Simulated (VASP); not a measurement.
Runs of VASP 6.6.1 on TiAl5. The structure is that of space group I4/mmm (No. 139), or close to it. The cells are those of the table. 

```csv
task,spin,cell,k mesh,cutoff (eV),k mesh for the DOS,occupations for the DOS,gap on the mesh (eV),pressure (GPa)
single point,off,"a = 5.405 Å, angles 104.9, 104.9, 119.1°, 6 atoms",10 × 10 × 10,520,-,-,none,-0.1
single point,"collinear, ferromagnetic start","a = 5.393 Å, angles 105.2, 105.2, 118.4°, 6 atoms",4 × 4 × 4,520,-,-,none,0.1
relaxation of cell and atoms,off,"relaxed from a = 5.033 Å, angles 113.2, 113.2, 102.3°, 6 atoms",4 × 4 × 4,600,-,-,none,0.0
single point,off,"a = 5.033 Å, angles 113.2, 113.2, 102.3°, 6 atoms",4 × 4 × 4,520,-,-,none,(a)
```

Alike in all rows: level PBE; potentials or basis VASP PAW PBE potentials, release 64 (Ti_sv, Al); smearing gaussian 0.1 eV.

Problem. Estimate the missing entries.

Solution. (a) 20.2.

Caveats: some runs use coarse meshes.

A gap of «none» marks levels without a gap at the run's occupations.
